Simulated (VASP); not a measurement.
# SnO (Pmmn) in VASP: single point with PBE

Aim: the single point of SnO with PBE.

All numbers are computed with VASP 6.6.1; they aren't measurements. Logs are shortened: lines on timing, memory, paths and dates and some standing lists are left out, and cuts for length are marked.

## Step 1: The cell of the first run

It takes space group Pmmn (No. 59, orthorhombic). The conventional cell has a = 3.816 Å, b = 3.923 Å, c = 5.020 Å, α = 90.00°, β = 90.00°, γ = 90.00°. Within 3.0 Å of Sn (site symmetry mm2) lie 4 O at 2.24 to 2.27 Å. Within 3.0 Å of O (site symmetry mm2) lie 4 Sn at 2.24 to 2.27 Å and 4 O at 2.74 Å.

## Step 2: Single point, PBE

INCAR reads:

```
PREC = Accurate
ENCUT = 910
EDIFF = 1E-6
ISMEAR = 0
SIGMA = 0.1
LREAL = False
LASPH = True
NELM = 120
ALGO = Normal
ISIF = 2
LWAVE = False
LCHARG = False
GGA = PE
NBANDS = 28
GGA_COMPAT = False
```

KPOINTS reads:

```
regular mesh
0
Gamma
  6 4 4
```

POSCAR reads:

```
SnO
1.0
    3.8157810850      0.0000000000      0.0000000000
    0.0000000000      3.9226707916      0.0000000000
    0.0000000000      0.0000000000      5.0199304568
Sn O
2 2
Direct
    0.5000000000      0.0000000000      0.7693793882
    0.0000000000      0.5000000000      0.2306206118
    0.0000000000      0.0000000000      0.0044599657
    0.5000000000      0.5000000000      0.9955400343
```

Potentials or basis: VASP PAW PBE potentials, release 64 (Sn_d, O_h).

Launch:

```
$ cat potpaw_PBE.64/Sn_d/POTCAR potpaw_PBE.64/O_h/POTCAR > POTCAR
$ mpirun -np 1 vasp_std > vasp.out
```

OUTCAR:

```text
PREC = Accurate
   ENCUT = 910
   EDIFF = 1E-6
   ISMEAR = 0
   LREAL = False
   LASPH = True
   NELM = 120
   ISIF = 2
   GGA = PE

 ion  position               nearest neighbor table
   1  0.500  0.000  0.769-   3 2.24   3 2.24   4 2.27   4 2.27   2 3.58   2 3.58   2 3.58   2 3.58

   2  0.000  0.500  0.231-   4 2.24   4 2.24   3 2.27   3 2.27   1 3.58   1 3.58   1 3.58   1 3.58

   3  0.000  0.000  0.004-   1 2.24   1 2.24   2 2.27   2 2.27
   4  0.500  0.500  0.996-   2 2.24   2 2.24   1 2.27   1 2.27

  LATTYP: Found a simple orthorhombic cell.
 ALAT       =     3.8157810850
 B/A-ratio  =     1.0280125364
 C/A-ratio  =     1.3155708740

  Lattice vectors:

 A1 = (   3.8157810850,   0.0000000000,   0.0000000000)
 A2 = (   0.0000000000,   3.9226707916,   0.0000000000)
 A3 = (   0.0000000000,   0.0000000000,   5.0199304568)

Analysis of symmetry for initial positions (statically):
=====================================================================
 Subroutine PRICEL returns:
 Original cell was already a primitive cell.

 Routine SETGRP: Setting up the symmetry group for a
 simple orthorhombic supercell.

 Subroutine GETGRP returns: Found  8 space group operations
 (whereof  4 operations were pure point group operations)
 out of a pool of  8 trial point group operations.

The static configuration has the point symmetry C_2v.
 The point group associated with its full space group is D_2h.

Analysis of symmetry for dynamics (positions and initial velocities):
=====================================================================
 Subroutine PRICEL returns:
 Original cell was already a primitive cell.

 Routine SETGRP: Setting up the symmetry group for a
 simple orthorhombic supercell.

 Subroutine GETGRP returns: Found  8 space group operations
 (whereof  4 operations were pure point group operations)
 out of a pool of  8 trial point group operations.

The dynamic configuration has the point symmetry C_2v.
 The point group associated with its full space group is D_2h.

 Subroutine INISYM returns: Found  8 space group operations
 (whereof  4 operations are pure point group operations),
 and found     1 'primitive' translations

----------------------------------------------------------------------------------------

                                     Primitive cell

  volume of cell :      75.1386

  direct lattice vectors                    reciprocal lattice vectors
     3.815781085  0.000000000  0.000000000     0.262069542  0.000000000  0.000000000
     0.000000000  3.922670792  0.000000000     0.000000000  0.254928352  0.000000000
     0.000000000  0.000000000  5.019930457     0.000000000  0.000000000  0.199205947

  length of vectors
     3.815781085  3.922670792  5.019930457     0.262069542  0.254928352  0.199205947

  position of ions in fractional coordinates (direct lattice)
     0.500000000  0.000000000  0.769379388
     0.000000000  0.500000000  0.230620612
     0.000000000  0.000000000  0.004459966
     0.500000000  0.500000000  0.995540034

  ion indices of the primitive-cell ions
   primitive index   ion index
                 1           1
                 2           2
                 3           3
                 4           4

----------------------------------------------------------------------------------------

 KPOINTS: regular mesh

Automatic generation of k-mesh.
 Grid dimensions read from file:
 generate k-points for:    6    4    4

 Generating k-lattice:

  Cartesian coordinates                     Fractional coordinates (reciprocal lattice)
     0.043678257  0.000000000  0.000000000     0.166666667  0.000000000  0.000000000
     0.000000000  0.063732088  0.000000000     0.000000000  0.250000000  0.000000000
     0.000000000  0.000000000  0.049801487     0.000000000  0.000000000  0.250000000

  Length of vectors
     0.043678257  0.063732088  0.049801487

  Shift w.r.t. Gamma in fractional coordinates (k-lattice)
     0.000000000  0.000000000  0.000000000

 Subroutine IBZKPT returns following result:
 ===========================================

 Found     36 irreducible k-points:

 Following reciprocal coordinates:
            Coordinates               Weight
  0.000000  0.000000  0.000000      1.000000
  0.166667  0.000000  0.000000      2.000000
  0.333333  0.000000  0.000000      2.000000
  0.500000  0.000000  0.000000      1.000000
  0.000000  0.250000  0.000000      2.000000
  0.166667  0.250000  0.000000      4.000000
[... 16 lines left out ...]
  0.333333  0.500000  0.250000      4.000000
  0.500000  0.500000  0.250000      2.000000
 [... further k-points ...]
   k-points           NKPTS =     36   k-points in BZ     NKDIM =     36   number of bands    NBANDS=     28
   number of dos      NEDOS =    301   number of ions     NIONS =      4
   total plane-waves  NPLWV =  80000
   dimension x,y,z NGX =    40 NGY =   40 NGZ =   50
   dimension x,y,z NGXF=    80 NGYF=   80 NGZF=  100
   ions per type =               2   2
   NGX,Y,Z   is equivalent  to a cutoff of  17.43, 16.95, 16.56 a.u.
   NGXF,Y,Z  is equivalent  to a cutoff of  34.85, 33.90, 33.12 a.u.
 SYSTEM =  unknown system
   PREC   = accura    normal or accurate (medium, high low for compatibility)
   ISTART =      0    job   : 0-new  1-cont  2-samecut
   ICHARG =      2    charge: 1-file 2-atom 10-const
   ISPIN  =      1    spin polarized calculation?
   LNONCOLLINEAR =      F non collinear calculations
   LSORBIT =      F    spin-orbit coupling
   LASPH  =      T    aspherical Exc in radial PAW
   ENCUT  =  910.0 eV  66.88 Ry    8.18 a.u.   9.39  9.65 12.35*2*pi/ulx,y,z
   NELM   =    120;   NELMIN=  2; NELMDL= -5     # of ELM steps
   EDIFF  = 0.1E-05   stopping-criterion for ELM
   LREAL  =      F    real-space projection
   EDIFFG = 0.1E-04   stopping-criterion for IOM
   NSW    =      0    number of steps for IOM
   IBRION =     -1    ionic relax: 0-MD 1-quasi-New 2-CG
   NFREE  =      0    steps in history (QN), initial steepest desc. (CG)
   ISIF   =      2    stress and relaxation
   ISYM   =      2    0-nonsym 1-usesym 2-fastsym
   POTIM  = 0.5000    time-step for ionic-motion
   TEBEG  =    0.0;   TEEND  =   0.0 temperature during run
   PSTRESS=    0.0 pullay stress
   NELECT =      40.0000    total number of electrons
   NUPDOWN=      -1.0000    fix difference up-down
   EMIN   =  10.00;   EMAX   =-10.00  energy-range for DOS
   EFERMI =   0.00;   METHOD = LEGACY
   ISMEAR =     0;   SIGMA  =   0.10  broadening in eV -4-tet -1-fermi 0-gaus
   EFERMI_NEDOS =   21; number of points for ismear=-14 and -15
   IALGO  =     38    algorithm
   IMIX   =      4    mixing-type and parameters
     AMIX     =   0.40;   BMIX     =  1.00
     AMIX_MAG =   1.60;   BMIX_MAG =  1.00
  volume/ion in A,a.u.               =      18.78       126.77
  Fermi-wavevector in a.u.,A,eV,Ry     =   1.326805  2.507298 23.951859  1.760412
  Thomas-Fermi vector in A             =   2.456165
   LORBIT       =      0    0 simple, 1 ext, 2 COOP (PROOUT), +10 PAW based schemes
   GGA     = PE    functional components
   LHFCALC =     F    Hartree Fock is set to
   AEXX    =    0.0000 exact exchange contribution
   IVDW    =     0    specifies the selected vdW correction
   LEPSILON=     F    determine dielectric tensor
   LRPA    =     F    only Hartree local field effects (RPA)
 non-spin polarized calculation
 Gauss-broadening in eV      SIGMA  =   0.10
  energy-cutoff  :      910.00
  volume of cell :       75.14
 maximum number of plane-waves:      4733
 NGX is ok and might be reduce to    40
   NGX = 19   NGY = 19   NGZ = 25

 number of electron      39.9999995 magnetization

 Free energy of the ion-electron system (eV)
  ---------------------------------------------------
  ext. energy  EPLUGINS =         0.00000000
  ---------------------------------------------------
  free energy    TOTEN  =       -22.73533588 eV

  energy without entropy =      -22.73532403  energy(sigma->0) =      -22.73532995

 E-fermi :   6.6546     XC(G=0):  -9.8771

 val. band max:        6.4289353498   @ k =   0.0000   0.0000   0.0000
 cond. band min:       6.8847859437   @ k =   0.5000   0.5000   0.0000
 fundamental gap:      0.4558505939
 Fermi energy:         6.6546092443

 k-point     1 :       0.0000    0.0000    0.0000
  band No.  band energies     occupation
      1     -15.3173      2.00000
      2     -14.9520      2.00000
      3     -14.9491      2.00000
      4     -14.9468      2.00000
      5     -14.9178      2.00000
      6     -14.9040      2.00000
[... 20 lines left out ...]
     27      13.3353      0.00000
     28      13.8922      0.00000

 k-point     2 :       0.1667    0.0000    0.0000
  band No.  band energies     occupation
      1     -15.3042      2.00000
      2     -14.9566      2.00000
      3     -14.9449      2.00000
      4     -14.9426      2.00000
      5     -14.9255      2.00000
      6     -14.9209      2.00000
[... 20 lines left out ...]
     27      13.5576      0.00000
     28      15.7875      0.00000

 k-point     3 :       0.3333    0.0000    0.0000
  band No.  band energies     occupation
      1     -15.2682      2.00000
      2     -15.0891      2.00000
      3     -14.9364      2.00000
      4     -14.9298      2.00000
      5     -14.9269      2.00000
      6     -14.9156      2.00000
[... 20 lines left out ...]
     27      14.0321      0.00000
     28      16.7893      0.00000

 k-point     4 :       0.5000    0.0000    0.0000
  band No.  band energies     occupation
      1     -15.2018      2.00000
      2     -15.2018      2.00000
      3     -14.9312      2.00000
      4     -14.9312      2.00000
      5     -14.9162      2.00000
      6     -14.9162      2.00000
[... 578 lines left out ...]
     27      15.1626      0.00000
     28      15.1626      0.00000

 k-point    23 :       0.3333    0.5000    0.2500
  band No.  band energies     occupation
      1     -15.2284      2.00000
      2     -15.2284      2.00000
      3     -14.9283      2.00000
      4     -14.9283      2.00000
      5     -14.9085      2.00000
      6     -14.9085      2.00000
[... 20 lines left out ...]
     27      14.6274      0.00000
     28      14.6274      0.00000

 k-point    24 :       0.5000    0.5000    0.2500
  band No.  band energies     occupation
      1     -15.2441      2.00000
      2     -15.2441      2.00000
      3     -14.9303      2.00000
      4     -14.9303      2.00000
      5     -14.8980      2.00000
      6     -14.8980      2.00000
[... 20 lines left out ...]
     27      14.9279      0.00000
     28      14.9279      0.00000

 [... further k-points ...]
[... 5 lines left out ...]
  --------------------------------------------------------------------------------------
  -------------------------------------------------------------------------------------
  Total        0.1357179     -0.0386529      0.1394888      0.0000000      0.0000000      0.0000000
  in kB        2.8939076     -0.8241950      2.9743157      0.0000000      0.0000000      0.0000000
  external PRESSURE =       1.6813428 kB  Pullay stress =       0.0000000 kB

 VOLUME and BASIS-vectors are now :
 -----------------------------------------------------------------------------
  energy-cutoff  :      910.00
  volume of cell :       75.14
      direct lattice vectors                 reciprocal lattice vectors
     3.815781085  0.000000000  0.000000000     0.262069542  0.000000000  0.000000000
     0.000000000  3.922670792  0.000000000     0.000000000  0.254928352  0.000000000
     0.000000000  0.000000000  5.019930457     0.000000000  0.000000000  0.199205947

 POSITION                                       TOTAL-FORCE (eV/Angst)
 -----------------------------------------------------------------------------------
      1.90789      0.00000      3.86223         0.000000      0.000000     -0.062924
      0.00000      1.96134      1.15770         0.000000      0.000000      0.062924
      0.00000      0.00000      0.02239         0.000000      0.000000      0.019664
      1.90789      1.96134      4.99754         0.000000      0.000000     -0.019664
 -----------------------------------------------------------------------------------
    total drift:                               -0.000000      0.000000     -0.000000

  FREE ENERGIE OF THE ION-ELECTRON SYSTEM (eV)
  ---------------------------------------------------
  free  energy   TOTEN  =       -22.7353358790 eV

  energy  without entropy=      -22.7353240267  energy(sigma->0) =      -22.73532995
```

It took 2.6 min on 1 thread of Intel Xeon Platinum 8488C (Sapphire Rapids), shared host; peak memory 0.34 GiB.

Results:

* Free energy: -22.7353 eV
* Pressure: 0.2 GPa
* Largest force: 0.063 eV/Å
* Band gap on the k mesh: 0.46 eV (least direct gap 1.95 eV)

Forces in eV/Å, atoms in the order of the input:
```
Sn   0.000  0.000 -0.063
Sn   0.000  0.000  0.063
O    0.000  0.000  0.020
O    0.000  0.000 -0.020
```

Stress tensor (GPa, compression positive):
```
 0.29  0.00  0.00
 0.00 -0.08  0.00
 0.00  0.00  0.30
```

Caveat: the cutoff is under 1.25 times the usual one of these potentials, so pressure, stress and relaxed cells hold a basis-set (Pulay) error; spin-orbit coupling is left out, which moves the levels of the heavy elements.
